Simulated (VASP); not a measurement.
Cr: single point with PBE

The system is Cr.

```
CELL_PARAMETERS angstrom
-1.44195 1.44195 1.44195
1.44195 -1.44195 1.44195
1.44195 1.44195 -1.44195
ATOMIC_POSITIONS crystal
Cr 0.00000 0.00000 0.00000
```

```
Program             : VASP 6.6.1
Task                : single point
Functional          : PBE
Potentials or basis : VASP PAW PBE potentials, release 64 (Cr_pv)
Cutoff              : 520 eV
k mesh              : 20 × 20 × 20
Occupations         : gaussian, width 0.1 eV
Spin                : no spin polarisation
```

```
Pressure               : -9.5 GPa
Band gap on the k mesh : zero (band 6 reaches 12.76 eV, above the bottom of band 7 at 9.58 eV)
```

Levels at points of the mesh, in eV from the Fermi level:
```
           k point  band 4  band 5  band 6  band 7  band 8  band 9
(0.00, 0.00, 0.00)   -7.73   -0.88   -0.88   -0.88    1.08    1.08
(0.50, 0.00, 0.00)   -4.26   -2.35    1.01    1.07    1.39    2.67
(0.50, 0.50, 0.50)   -4.10   -4.10    2.30    2.30    2.30    7.07
```

It took 26 s on 1 thread of Intel Xeon 6975P-C (shared host), peak memory 0.15 GiB.

Caveat: the run has no spin polarisation, though such a crystal can be magnetic. Spin polarisation is off, so any magnetic state and its effect on volume and gap are missing.
